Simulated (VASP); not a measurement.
# Ta2C (R-3m) in VASP: a series of runs, part 2 of 2

VASP 6.6.1. Earlier steps stand in the parts before.

## (3) Relaxation of cell and atoms, r2SCAN

This run uses another cell than the first one, of 14.02 Å³/atom.

POSCAR reads:

```
Ta2C
1.0
    1.5902091456      0.9181076783      4.8028384156
   -1.5902091456      0.9181076783      4.8028384156
    0.0000000000     -1.8362153565      4.8028384156
Ta C
2 1
Direct
    0.7500000000      0.7500000000      0.7500000000
    0.2500000000      0.2500000000      0.2500000000
    0.0000000000      0.0000000000      0.0000000000
```

INCAR.step1 reads:

```
ALGO = Normal
EDIFF = 1E-4
ENCUT = 600
GGA = PE
ISMEAR = 0
LASPH = T
LCHARG = F
LREAL = F
LWAVE = T
NELM = 60
PREC = Accurate
SIGMA = 0.1
```

INCAR.step2 reads:

```
ALGO = Normal
EDIFF = 1E-6
EDIFFG = -0.04
ENCUT = 600
IBRION = 2
ISIF = 3
ISMEAR = 0
ISTART = 1
LASPH = T
LCHARG = F
LMIXTAU = T
LREAL = F
LWAVE = F
METAGGA = R2SCAN
NELM = 60
NSW = 90
PREC = Accurate
SIGMA = 0.1
```

KPOINTS reads:

```
k-points
0
Gamma
  6 6 6
```

Potentials or basis: VASP PAW PBE potentials, release 64 (Ta_pv, C).

Command:

```
$ cat potpaw_PBE.64/Ta_pv/POTCAR potpaw_PBE.64/C/POTCAR > POTCAR
$ cp INCAR.step1 INCAR
$ mpirun -np 1 vasp_std > vasp.out
$ cp INCAR.step2 INCAR
$ mpirun -np 1 vasp_std > vasp.out
```

OUTCAR:

```text
EDIFF = 1E-6
   EDIFFG = -0.04
   ENCUT = 600
   IBRION = 2
   ISIF = 3
   ISMEAR = 0
   ISTART = 1
   LASPH = T
   LREAL = F
   METAGGA = R2SCAN
   NELM = 60
   NSW = 90
   PREC = Accurate

 ion  position               nearest neighbor table
   1  0.750  0.750  0.750-   3 2.19   3 2.19   3 2.19   2 3.02   2 3.02   2 3.02   2 3.02   2 3.02
                             2 3.02
   2  0.250  0.250  0.250-   3 2.19   3 2.19   3 2.19   1 3.02   1 3.02   1 3.02   1 3.02   1 3.02
                             1 3.02
   3  0.000  0.000  0.000-   1 2.19   2 2.19   1 2.19   1 2.19   2 2.19   2 2.19

  LATTYP: Found a trigonal (rhomboedric) cell.
 ALAT       =     5.1418813368
 COS(alpha) =     0.8087090651

  Lattice vectors:

 A1 = (   1.5902091456,   0.9181076783,   4.8028384156)
 A2 = (  -1.5902091456,   0.9181076783,   4.8028384156)
 A3 = (   0.0000000000,  -1.8362153565,   4.8028384156)

Analysis of symmetry for initial positions (statically):
=====================================================================
 Subroutine PRICEL returns:
 Original cell was already a primitive cell.

 Routine SETGRP: Setting up the symmetry group for a
 trigonal (rhombohedral) supercell.

 Subroutine GETGRP returns: Found 12 space group operations
 (whereof 12 operations were pure point group operations)
 out of a pool of 12 trial point group operations.

The static configuration has the point symmetry D_3d.

Analysis of symmetry for dynamics (positions and initial velocities):
=====================================================================
 Subroutine PRICEL returns:
 Original cell was already a primitive cell.

 Routine SETGRP: Setting up the symmetry group for a
 trigonal (rhombohedral) supercell.

 Subroutine GETGRP returns: Found 12 space group operations
 (whereof 12 operations were pure point group operations)
[... 127 lines left out ...]
  Thomas-Fermi vector in A             =   2.517990
   LORBIT       =      0    0 simple, 1 ext, 2 COOP (PROOUT), +10 PAW based schemes
   METAGGA = R2SCAN    functional components
   LHFCALC =     F    Hartree Fock is set to
   AEXX    =    0.0000 exact exchange contribution
   IVDW    =     0    specifies the selected vdW correction
   LEPSILON=     F    determine dielectric tensor
   LRPA    =     F    only Hartree local field effects (RPA)
 conjugate gradient relaxation of ions
 non-spin polarized calculation
 Gauss-broadening in eV      SIGMA  =   0.10
  energy-cutoff  :      600.00
  volume of cell :       42.07
 maximum number of plane-waves:      1424
 NGX is ok and might be reduce to    42
   NGX = 21   NGY = 21   NGZ = 21

--------------------------------------- Ionic step        1  -------------------------------------------

 number of electron      26.0000000 magnetization

 Free energy of the ion-electron system (eV)
  ---------------------------------------------------
  ext. energy  EPLUGINS =         0.00000000
  ---------------------------------------------------
  free energy    TOTEN  =      -108.55354457 eV

  energy without entropy =     -108.54149138  energy(sigma->0) =     -108.54751797

------------------------ aborting loop because EDIFF is reached ----------------------------------------

  FORCE on cell =-STRESS in cart. coord.  units (eV):
  Direction    XX          YY          ZZ          XY          YZ          ZX
  --------------------------------------------------------------------------------------
  -------------------------------------------------------------------------------------
  Total       -1.7852801     -1.7852801      1.6970002      0.0000000      0.0000000      0.0000000
  in kB      -67.9860559    -67.9860559     64.6242287      0.0000000      0.0000000      0.0000000
  external PRESSURE =     -23.7826277 kB  Pullay stress =       0.0000000 kB
[... 246 lines left out ...]
--------------------------------------- Ionic step        8  -------------------------------------------

 number of electron      25.9999999 magnetization

 Free energy of the ion-electron system (eV)
  ---------------------------------------------------
  ext. energy  EPLUGINS =         0.00000000
  ---------------------------------------------------
  free energy    TOTEN  =      -108.64472551 eV

  energy without entropy =     -108.63558939  energy(sigma->0) =     -108.64015745

 E-fermi :   6.5515     XC(G=0): -13.7963

 val. band max:        6.4797121594   @ k =   0.0000   0.0000   0.0000
 cond. band min:       6.5576207475   @ k =   0.1667   0.1667   0.0000
 fundamental gap:      0.0779085881
 Fermi energy:         6.5515397519

 k-point     1 :       0.0000    0.0000    0.0000
  band No.  band energies     occupation
      1     -29.6861      2.00000
      2     -29.0262      2.00000
      3     -29.0262      2.00000
      4     -28.9262      2.00000
      5     -28.9262      2.00000
      6     -28.8264      2.00000
[... 457 lines left out ...]
      4     -29.1410      2.00000
      5     -29.0900      2.00000
      6     -28.9958      2.00000
[... 9 lines left out ...]
     16      11.0510      0.00000
     17      11.5319      0.00000

 [... further k-points ...]
[... 5 lines left out ...]
  --------------------------------------------------------------------------------------
  -------------------------------------------------------------------------------------
  Total        0.0931403      0.0931403      0.1136832      0.0000000      0.0000000      0.0000000
  in kB        3.5722944      3.5722944      4.3601952      0.0000000      0.0000000      0.0000000
  external PRESSURE =       3.8349280 kB  Pullay stress =       0.0000000 kB
[... 18 lines left out ...]
  FREE ENERGIE OF THE ION-ELECTRON SYSTEM (eV)
  ---------------------------------------------------
  free  energy   TOTEN  =      -108.6447255074 eV

  energy  without entropy=     -108.6355893934  energy(sigma->0) =     -108.64015745

 reached required accuracy - stopping structural energy minimisation
```

OSZICAR.step1:

```text
N       E                     dE             d eps       ncg     rms          rms(c)
DAV:   1     0.204023539657E+03    0.20402E+03   -0.16620E+04  1088   0.177E+03
DAV:   2    -0.302403605271E+02   -0.23426E+03   -0.23172E+03  1244   0.438E+02
DAV:   3    -0.382002797618E+02   -0.79599E+01   -0.77102E+01  1519   0.689E+01
DAV:   4    -0.382871202027E+02   -0.86840E-01   -0.86589E-01  1357   0.686E+00
DAV:   5    -0.382884482987E+02   -0.13281E-02   -0.13242E-02  1549   0.647E-01    0.269E+01
DAV:   6    -0.343632072107E+02    0.39252E+01   -0.26816E+01  1214   0.292E+01    0.114E+01
DAV:   7    -0.341930892011E+02    0.17012E+00   -0.14492E+00  1360   0.790E+00    0.568E+00
DAV:   8    -0.341568501823E+02    0.36239E-01   -0.16361E-01  1357   0.318E+00    0.576E-01
DAV:   9    -0.341531292840E+02    0.37209E-02   -0.29472E-02  1420   0.989E-01    0.168E-01
DAV:  10    -0.341530041197E+02    0.12516E-03   -0.47790E-03  1383   0.546E-01    0.776E-02
DAV:  11    -0.341529105764E+02    0.93543E-04   -0.49158E-04  1273   0.142E-01
   1 F= -.34152911E+02 E0= -.34147988E+02  d E =-.984553E-02
```

Wall time 26 min (1 thread of Intel Xeon 8259CL, shared host); peak memory 0.33 GiB.

What came out:

```
Free energy                           : -108.6447 eV
Relaxed volume                        : 13.92 Å³/atom
Relaxed cell                          : a = 5.325 Å, b = 5.325 Å, c = 5.325 Å, α = 33.86°, β = 33.86°, γ = 33.86°
Space group after relaxing (to 0.1 Å) : R-3m (No. 166)
Energy gained by relaxing             : 30.4 meV/atom
Ionic steps                           : 8
Pressure after relaxing               : 0.4 GPa
Largest force after relaxing          : 0.021 eV/Å
Band gap on the k mesh                : zero (bands 13 and 14 overlap by 0.52 eV)
```

Forces on the atoms (eV/Å):
```
Ta   0.000  0.000  0.021
Ta   0.000  0.000 -0.021
C    0.000  0.000  0.000
```

Stress tensor (GPa, compression positive):
```
0.36 0.00 0.00
0.00 0.36 0.00
0.00 0.00 0.44
```

Step by step:
```csv
step,energy change (eV),largest force (eV/Å),pressure (GPa),volume (Å³)
1,0.0000,0.6034,-2.38,42.07
2,-0.0386,0.9222,9.42,40.77
3,-0.0593,0.3215,4.68,41.26
4,-0.0642,0.0973,-5.51,42.82
5,-0.0869,0.2640,-0.98,42.11
6,-0.0907,0.0001,-0.13,41.84
7,-0.0909,0.0443,-0.28,41.89
8,-0.0912,0.0214,0.38,41.77
```

Final structure:
```
Ta C
1.0
     1.55067    0.89528    5.01503
    -1.55067    0.89528    5.01503
     0.00000   -1.79056    5.01503
Ta C
2 1
Direct
  0.74936 0.74936 0.74936
  0.25064 0.25064 0.25064
  0.00000 0.00000 0.00000
```

Levels at points of the mesh, in eV from the Fermi level:
| k point | band 10 | band 11 | band 12 | band 13 | band 14 | band 15 | band 16 | band 17 |
| --- | --- | --- | --- | --- | --- | --- | --- | --- |
| (0.00, 0.00, 0.00) | -4.20 | -3.61 | -0.26 | -0.26 | -0.07 | 2.20 | 2.20 | 3.58 |
| (0.50, 0.00, 0.00) | -3.99 | -3.27 | -2.19 | -0.86 | 1.71 | 1.75 | 4.52 | 4.82 |
| (0.50, 0.50, 0.00) | -4.32 | -3.81 | -2.04 | 0.35 | 3.05 | 3.32 | 4.29 | 4.74 |
| (0.50, 0.50, 0.50) | -3.97 | -2.05 | -1.92 | 0.10 | 0.10 | 2.03 | 2.17 | 2.17 |

Caveat: the k points lie up to 0.40 Å⁻¹ apart in the final cell, too coarse for converged energies and pressures of a metal; the PAW data sets were made with another functional, which shifts forces and pressure a little; spin-orbit coupling is left out, which moves the levels of the heavy elements.

The gap in the log of VASP goes by the Fermi energy; the results here count the filled bands.